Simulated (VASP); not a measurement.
# Cu (I4/mmm) in VASP: further runs

The runs below take Cu through single point, with LDA.

All numbers are computed with VASP 6.6.1; they aren't measurements. Logs are shortened: lines on timing, memory, paths and dates and some standing lists are left out, and cuts for length are marked.

### 1 The cell of the first run

The structure is tetragonal, space group I4/mmm (No. 139). Conventional cell: a = 2.837 Å, b = 2.837 Å, c = 2.706 Å, α = 90.00°, β = 90.00°, γ = 90.00°. Within 3.2 Å of Cu (site symmetry 4/mmm) lie 14 Cu at 2.42 to 2.84 Å.

### 2 Single point, LDA

The input, INCAR:

```
PREC = Accurate
ENCUT = 520
EDIFF = 1E-6
ISMEAR = 1
SIGMA = 0.1
LREAL = F
LASPH = T
NELM = 80
ALGO = Normal
ISIF = 2
LWAVE = F
LCHARG = F
GGA = CA
NBANDS = 12
```

The input, KPOINTS:

```
regular mesh
0
Gamma
  14 14 14
```

The input, POSCAR:

```
Cu
1.0
   -1.4183341563      1.4183341563      1.3527530866
    1.4183341563     -1.4183341563      1.3527530866
    1.4183341563      1.4183341563     -1.3527530866
Cu
1
Direct
    0.0000000000      0.0000000000      0.0000000000
```

Potentials or basis: VASP PAW LDA potentials, release 64 (Cu).

Run with:

```
$ cat potpaw_LDA.64/Cu/POTCAR > POTCAR
$ mpirun -np 1 vasp_std > vasp.out
```

OUTCAR:

```text
PREC = Accurate
   ENCUT = 520
   EDIFF = 1E-6
   ISMEAR = 1
   LREAL = F
   LASPH = T
   NELM = 80
   ISIF = 2
   GGA = CA

 ion  position               nearest neighbor table
   1  0.000  0.000  0.000-

  LATTYP: Found a body centered tetragonal cell.
 ALAT       =     2.8366683126
 C/A-ratio  =     0.9537619048

  Lattice vectors:

 A1 = (  -1.4183341563,   1.4183341563,   1.3527530866)
 A2 = (   1.4183341563,  -1.4183341563,   1.3527530866)
 A3 = (   1.4183341563,   1.4183341563,  -1.3527530866)

Analysis of symmetry for initial positions (statically):
=====================================================================
 Subroutine PRICEL returns:
 Original cell was already a primitive cell.

 Routine SETGRP: Setting up the symmetry group for a
 body centered tetragonal supercell.

 Subroutine GETGRP returns: Found 16 space group operations
 (whereof 16 operations were pure point group operations)
 out of a pool of 16 trial point group operations.

The static configuration has the point symmetry D_4h.

Analysis of symmetry for dynamics (positions and initial velocities):
=====================================================================
 Subroutine PRICEL returns:
 Original cell was already a primitive cell.

 Routine SETGRP: Setting up the symmetry group for a
 body centered tetragonal supercell.

 Subroutine GETGRP returns: Found 16 space group operations
 (whereof 16 operations were pure point group operations)
 out of a pool of 16 trial point group operations.

The dynamic configuration has the point symmetry D_4h.

 Subroutine INISYM returns: Found 16 space group operations
 (whereof 16 operations are pure point group operations),
 and found     1 'primitive' translations

----------------------------------------------------------------------------------------

                                     Primitive cell

  volume of cell :      10.8852

  direct lattice vectors                    reciprocal lattice vectors
    -1.418334156  1.418334156  1.352753087     0.000000000  0.352526235  0.369616603
     1.418334156 -1.418334156  1.352753087     0.352526235  0.000000000  0.369616603
     1.418334156  1.418334156 -1.352753087     0.352526235  0.352526235  0.000000000

  length of vectors
     2.419356210  2.419356210  2.419356210     0.510775077  0.510775077  0.498547383

  position of ions in fractional coordinates (direct lattice)
     0.000000000  0.000000000  0.000000000

  ion indices of the primitive-cell ions
   primitive index   ion index
[... 76 lines left out ...]
   NSW    =      0    number of steps for IOM
   IBRION =     -1    ionic relax: 0-MD 1-quasi-New 2-CG
   NFREE  =      0    steps in history (QN), initial steepest desc. (CG)
   ISIF   =      2    stress and relaxation
   ISYM   =      2    0-nonsym 1-usesym 2-fastsym
   POTIM  = 0.5000    time-step for ionic-motion
   TEBEG  =    0.0;   TEEND  =   0.0 temperature during run
   PSTRESS=    0.0 pullay stress
   NELECT =      11.0000    total number of electrons
   NUPDOWN=      -1.0000    fix difference up-down
   EMIN   =  10.00;   EMAX   =-10.00  energy-range for DOS
   EFERMI =   0.00;   METHOD = LEGACY
   ISMEAR =     1;   SIGMA  =   0.10  broadening in eV -4-tet -1-fermi 0-gaus
   EFERMI_NEDOS =   21; number of points for ismear=-14 and -15
   IALGO  =     38    algorithm
   IMIX   =      4    mixing-type and parameters
     AMIX     =   0.40;   BMIX     =  1.00
     AMIX_MAG =   1.60;   BMIX_MAG =  1.00
  volume/ion in A,a.u.               =      10.89        73.46
  Fermi-wavevector in a.u.,A,eV,Ry     =   1.642835  3.104507 36.720839  2.698906
  Thomas-Fermi vector in A             =   2.733070
   LORBIT       =      0    0 simple, 1 ext, 2 COOP (PROOUT), +10 PAW based schemes
   GGA     = CA    functional components
   LHFCALC =     F    Hartree Fock is set to
   AEXX    =    0.0000 exact exchange contribution
   IVDW    =     0    specifies the selected vdW correction
   LEPSILON=     F    determine dielectric tensor
   LRPA    =     F    only Hartree local field effects (RPA)
 non-spin polarized calculation
 Methfessel and Paxton  Order N= 1 SIGMA  =   0.10
  energy-cutoff  :      520.00
  volume of cell :       10.89
 maximum number of plane-waves:       313
 NGX is ok and might be reduce to    18
   NGX =  9   NGY =  9   NGZ =  9

 number of electron      11.0000008 magnetization

 Free energy of the ion-electron system (eV)
  ---------------------------------------------------
  ext. energy  EPLUGINS =         0.00000000
  ---------------------------------------------------
  free energy    TOTEN  =        -4.66044066 eV

  energy without entropy =       -4.65995090  energy(sigma->0) =       -4.66027741

 E-fermi :   8.4338     XC(G=0): -13.5885

 val. band max:        8.4286590470   @ k =   0.5000   0.2143   0.1429
 cond. band min:       8.4392977375   @ k =   0.5000   0.3571  -0.0000
 fundamental gap:      0.0106386905
 Fermi energy:         8.4337545216

 k-point     1 :       0.0000    0.0000    0.0000
  band No.  band energies     occupation
      1      -1.5744      2.00000
      2       4.8403      2.00000
      3       5.0525      2.00000
      4       5.0525      2.00000
      5       6.0105      2.00000
      6       6.2418      2.00000
      7      33.8416      0.00000
      8      33.8416      0.00000
      9      35.1138      0.00000
     10      38.2248      0.00000
     11      38.3289      0.00000
     12      38.3289      0.00000
[... 331 lines left out ...]
 k-point    24 :       0.2857    0.1429   -0.0000
  band No.  band energies     occupation
      1       2.8299      2.00000
      2       4.2846      2.00000
      3       4.9021      2.00000
      4       5.9860      2.00000
      5       6.4252      2.00000
      6       7.4056      2.00000
      7      17.9375      0.00000
      8      22.6229      0.00000
      9      26.8986      0.00000
     10      33.1107      0.00000
     11      37.5048      0.00000
     12      39.2175      0.00000

 [... further k-points ...]
[... 5 lines left out ...]
  --------------------------------------------------------------------------------------
  -------------------------------------------------------------------------------------
  Total        0.1231539      0.1231539      0.0819007      0.0000000     -0.0000000      0.0000000
  in kB       18.1268864     18.1268864     12.0548658      0.0000000     -0.0000000      0.0000000
  external PRESSURE =      16.1028795 kB  Pullay stress =       0.0000000 kB

 VOLUME and BASIS-vectors are now :
 -----------------------------------------------------------------------------
  energy-cutoff  :      520.00
  volume of cell :       10.89
      direct lattice vectors                 reciprocal lattice vectors
    -1.418334156  1.418334156  1.352753087     0.000000000  0.352526235  0.369616603
     1.418334156 -1.418334156  1.352753087     0.352526235  0.000000000  0.369616603
     1.418334156  1.418334156 -1.352753087     0.352526235  0.352526235  0.000000000

 POSITION                                       TOTAL-FORCE (eV/Angst)
 -----------------------------------------------------------------------------------
      0.00000      0.00000      0.00000         0.000000     -0.000000      0.000000
 -----------------------------------------------------------------------------------
    total drift:                                0.000000      0.000000      0.000000

  FREE ENERGIE OF THE ION-ELECTRON SYSTEM (eV)
  ---------------------------------------------------
  free  energy   TOTEN  =        -4.6604406588 eV

  energy  without entropy=       -4.6599508978  energy(sigma->0) =       -4.66027741
```

OSZICAR:

```text
N       E                     dE             d eps       ncg     rms          rms(c)
DAV:   1     0.412055579208E+02    0.41206E+02   -0.54457E+03  6636   0.162E+03
DAV:   2    -0.436403063056E+01   -0.45570E+02   -0.42235E+02  6044   0.208E+02
DAV:   3    -0.566814633881E+01   -0.13041E+01   -0.12970E+01  6756   0.399E+01
DAV:   4    -0.567617329202E+01   -0.80270E-02   -0.80258E-02  6676   0.275E+00
DAV:   5    -0.567624945412E+01   -0.76162E-04   -0.76161E-04  6796   0.272E-01    0.795E+00
DAV:   6    -0.501700172197E+01    0.65925E+00   -0.14083E+01  6796   0.751E+01    0.367E+00
DAV:   7    -0.468021419577E+01    0.33679E+00   -0.21508E+00  6892   0.292E+01    0.738E-01
DAV:   8    -0.466106575809E+01    0.19148E-01   -0.13261E-02  8092   0.117E+00    0.167E-01
DAV:   9    -0.466042750520E+01    0.63825E-03   -0.22123E-03  7936   0.771E-01    0.137E-02
DAV:  10    -0.466043980027E+01   -0.12295E-04   -0.22062E-05  6880   0.675E-02    0.292E-03
DAV:  11    -0.466044065881E+01   -0.85853E-06   -0.33448E-07  4684   0.670E-03
   1 F= -.46604407E+01 E0= -.46602774E+01  d E =-.489761E-03
```

stdout:

```text
POSCAR found type information on POSCAR Cu
 POSCAR found :  1 types and       1 ions
 scaLAPACK will be used
 LDA part: xc-table for (Slater(with rela. corr.)+CA(PZ))
 , standard interpolation
 POSCAR, INCAR and KPOINTS ok, starting setup
 FFT: planning ... GRIDC
 FFT: planning ... GRID_SOFT
 FFT: planning ... GRID
 WAVECAR not read
 entering main loop
```

Wall time 9.3 s (1 thread of Intel Xeon 6975P-C (Granite Rapids), shared host); peak memory 0.13 GiB.

Results:

| Quantity | Value |
| --- | --- |
| Free energy | -4.6604 eV |
| Pressure | 1.6 GPa |

### 3 Single point, LDA

This run uses another cell than the first one, of 11.23 Å³/atom, 1.032 times its volume.

The input, INCAR:

```
SYSTEM = Cu
ALGO = Normal
EDIFF = 1E-6
ENCUT = 520
ISIF = 2
ISMEAR = 1
LASPH = .True.
LCHARG = .False.
LREAL = .False.
LWAVE = .False.
NBANDS = 12
NELM = 60
PREC = Accurate
SIGMA = 0.1
```

The input, KPOINTS:

```
k-points
0
Gamma
  14 14 14
  0 0 0
```

The input, POSCAR:

```
Cu
1.0
   -1.4331095337      1.4331095337      1.3668452788
    1.4331095337     -1.4331095337      1.3668452788
    1.4331095337      1.4331095337     -1.3668452788
Cu
1
Direct
    0.0000000000      0.0000000000      0.0000000000
```

Potentials or basis: VASP PAW LDA potentials, release 64 (Cu).

Run with:

```
$ cat potpaw_LDA.64/Cu/POTCAR > POTCAR
$ mpirun -np 1 vasp_std > vasp.out
```

Wall time 9.8 s (1 thread of Intel Xeon 6975P-C (Granite Rapids), shared host); peak memory 0.13 GiB.

It converged, with:

* Free energy: -4.6580 eV
* Pressure: -3.9 GPa

Stress tensor (GPa, compression positive):
```
-3.65  0.00  0.00
 0.00 -3.65  0.00
 0.00  0.00 -4.37
```

Levels at points of the mesh, in eV from the Fermi level:
```csv
k point,band 3,band 4,band 5,band 6,band 7,band 8,band 9,band 10
"(0.00, 0.00, 0.00)",-3.26,-3.26,-2.35,-2.13,25.12,25.12,26.38,29.17
"(0.50, 0.00, 0.00)",-2.26,-2.03,-1.44,-0.58,4.77,17.51,17.57,21.64
"(0.50, 0.50, 0.00)",-2.43,-2.16,-1.46,-0.95,4.24,18.78,19.01,22.81
"(0.50, 0.50, 0.50)",-1.64,-1.64,-1.59,7.75,7.75,9.61,13.61,14.23
```
